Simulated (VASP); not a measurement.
Write the native input for VASP 6.6.1 that does the following.

* Task: single point
* Functional: PBE
* Potentials or basis: VASP PAW PBE potentials, release 64 (Ir, Bi_d)
* Cutoff: 520 eV
* k mesh: 6 × 6 × 6
* Occupations: gaussian, width 0.05 eV
* Spin: no spin polarisation
* Dipole correction: no
* Further INCAR settings: ALGO = Fast; EDIFF = 1e-06; NBANDS = 19

The structure of BiIr lies in POSCAR:

```
BiIr
1.0
    0.0000000000      2.7832331309      2.7832331309
    2.7832331309      0.0000000000      2.7832331309
    2.7832331309      2.7832331309      0.0000000000
Ir Bi
1 1
Direct
    0.0000000000      0.0000000000      0.0000000000
    0.2500000000      0.2500000000      0.2500000000
```

One way to write it, as run:

INCAR

```
SYSTEM = BiIr
  PREC = Accurate
  ENCUT = 520
  EDIFF = 1E-6
  ISMEAR = 0
  SIGMA = 0.05
  LREAL = .FALSE.
  LASPH = .TRUE.
  NELM = 60
  ALGO = Fast
  ISIF = 2
  LWAVE = .FALSE.
  LCHARG = .FALSE.
  GGA = PE
  NBANDS = 19
```

KPOINTS

```
regular mesh
0
G
  6 6 6
  0 0 0
```

Potentials or basis: VASP PAW PBE potentials, release 64 (Ir, Bi_d).

Run with:

```bash
$ cat potpaw_PBE.64/Ir/POTCAR potpaw_PBE.64/Bi_d/POTCAR > POTCAR
$ mpirun -np 1 vasp_std > vasp.out
```

Results of the run:

The pressure is 51.6 GPa. The band gap on the k mesh is zero (band 12 reaches 12.63 eV, above the bottom of band 13 at 8.06 eV).

Caveat: spin-orbit coupling is left out, which moves the levels of the heavy elements.

It took 8.4 s on 1 thread of Intel(R) Xeon(R) 6975P-C (Granite Rapids), on a shared host, peak memory 0.17 GiB.
